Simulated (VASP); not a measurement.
Wanted: the native input for a VASP 6.6.1 run.

- Task: single point
- Functional: LDA
- Potentials or basis: VASP PAW LDA potentials, release 64 (Si)
- Cutoff: 520 eV
- k mesh: 8 × 8 × 8
- Occupations: gaussian, width 0.01 eV
- Spin: no spin polarisation
- Dipole correction: no
- Further INCAR settings: ALGO = Normal; EDIFF = 1e-06; NBANDS = 11

The structure of Si lies in POSCAR:

```
Si
1.0
    2.6447594428      2.6447594428      0.0000000000
   -2.6447594428      2.6447594428      0.0000000000
    0.0000000000      2.6447594428      2.6447594428
Si
2
Direct
    0.2500000000      0.7500000000      0.5000000000
    0.0000000000      0.0000000000      0.0000000000
```

The input as run:

INCAR

```
  ALGO = Normal
  EDIFF = 1E-6
  ENCUT = 520
  ISIF = 2
  ISMEAR = 0
  LASPH = T
  LCHARG = F
  LREAL = F
  LWAVE = F
  NBANDS = 11
  NELM = 60
  PREC = Accurate
  SIGMA = 0.01
```

KPOINTS

```
k-points
0
Gamma
  8 8 8
```

Potentials or basis: VASP PAW LDA potentials, release 64 (Si).

Launch:

```bash
$ cat potpaw_LDA.64/Si/POTCAR > POTCAR
$ mpirun -np 1 vasp_std > vasp.out
```

Results of the run:

- Pressure: 7.0 GPa
- Band gap on the k mesh: 0.38 eV, indirect (least direct gap 2.55 eV)

Run time: 8.3 s on 1 thread of Intel(R) Xeon(R) Platinum 8375C CPU @ 2.90GHz (Ice Lake) (shared host), peak memory 0.13 GiB.
